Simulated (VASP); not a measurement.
Crystal: AlRu.

```
Al Ru
1.0
     2.99160    0.00000    0.00000
     0.00000    2.99160    0.00000
     0.00000    0.00000    2.99160
Al Ru
1 1
Direct
  0.00000 0.00000 0.00000
  0.50000 0.50000 0.50000
```

Base run:

- Program: VASP 6.6.1
- Functional: PBE
- Potentials or basis: VASP PAW PBE potentials, release 64 (Al, Ru_pv)
- Cutoff: 500 eV
- k mesh: 11 × 11 × 11
- Occupations: fermi-dirac, width 0.15 eV
- Spin: no spin polarisation

Its results: band gap on the k mesh zero (an odd number of electrons rules out a gap without spin polarisation); pressure 3.1 GPa.

Q: The run is repeated on the same cell with these changes: functional from PBE to BLYP. What comes out?

A: Band gap on the k mesh zero (an odd number of electrons rules out a gap without spin polarisation); pressure 10.2 GPa.

BLYP binds less tightly than PBE, so the same cell stands under more pressure.

Caveats: the cell stands under pressure; the PAW data sets were made with another functional, which shifts forces and pressure a little (at least some runs).
